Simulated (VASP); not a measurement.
Runs of VASP 6.6.1 on Hf. The structure is that of space group Fm-3m (No. 225), or close to it. The cells are those of the table. 

```csv
cell,gap on the mesh (eV),pressure (GPa)
"a = 3.191 Å, angles 60.0°, 1 atom",none,-6.5
"a = 3.031 Å, angles 60.0°, 1 atom",none,(b)
"a = 3.241 Å, angles 60.0°, 1 atom",none,(a)
"a = 3.166 Å, angles 60.0°, 1 atom",none,-4.3
"a = 3.216 Å, angles 60.0°, 1 atom",none,-8.4
```

Alike in all rows: task single point; level PBEsol; potentials or basis VASP PAW PBE potentials, release 64 (Hf_pv); no spin polarisation; k mesh 11 × 11 × 11; cutoff (eV) 520; smearing fermi-dirac 0.1 eV.

Task: Fill in the values left out.

Result: (a) -10.2; (b) 11.1.

Caveats: the PAW data sets were made with another functional, which shifts forces and pressure a little; spin-orbit coupling is left out, which moves the levels of the heavy elements.

A k mesh can miss the band edges, and the runs leave out spin-orbit coupling on Hf.

A gap of «none» marks levels without a gap at the run's occupations.
